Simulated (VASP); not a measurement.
CsBi2, 6 atoms in the cell. Symmetry: Fd-3m, No. 227, cubic system. The conventional cell has a = 9.759 Å, b = 9.759 Å, c = 9.759 Å, α = 90.00°, β = 90.00°, γ = 90.00°. Within 5.3 Å of Cs (site symmetry -43m) lie 12 Bi at 4.05 Å and 4 Cs at 4.23 Å. Within 4.5 Å of Bi (site symmetry -3m) lie 6 Bi at 3.45 Å and 6 Cs at 4.05 Å. 

- Program: VASP 6.6.1
- Task: relaxation of cell and atoms
- Functional: PBEsol
- Potentials or basis: VASP PAW PBE potentials, release 64 (Cs_sv, Bi_d)
- Cutoff: 600 eV
- k mesh: 5 × 5 × 5
- Occupations: methfessel-paxton, width 0.1 eV
- Spin: no spin polarisation
- Dipole correction: no
- Further INCAR settings: ALGO = Normal; EDIFF = 1e-06; IBRION = 2; EDIFFG = -0.01; NSW = 80; ISIF = 3

Potentials or basis: VASP PAW PBE potentials, release 64 (Cs_sv, Bi_d).

Run with:

```bash
$ cat potpaw_PBE.64/Cs_sv/POTCAR potpaw_PBE.64/Bi_d/POTCAR > POTCAR
$ mpirun -np 1 vasp_std > vasp.out
```

Hardware: 1 thread of Intel(R) Xeon(R) 6975P-C (Granite Rapids) (shared host).

**Question.** How long does it take, and how much memory?

**Answer.** Wall time 3.1 min on 1 thread of Intel(R) Xeon(R) 6975P-C (Granite Rapids), on a shared host, peak memory 0.49 GiB. Counts: scf iterations 21, k points 10, ion steps 2.
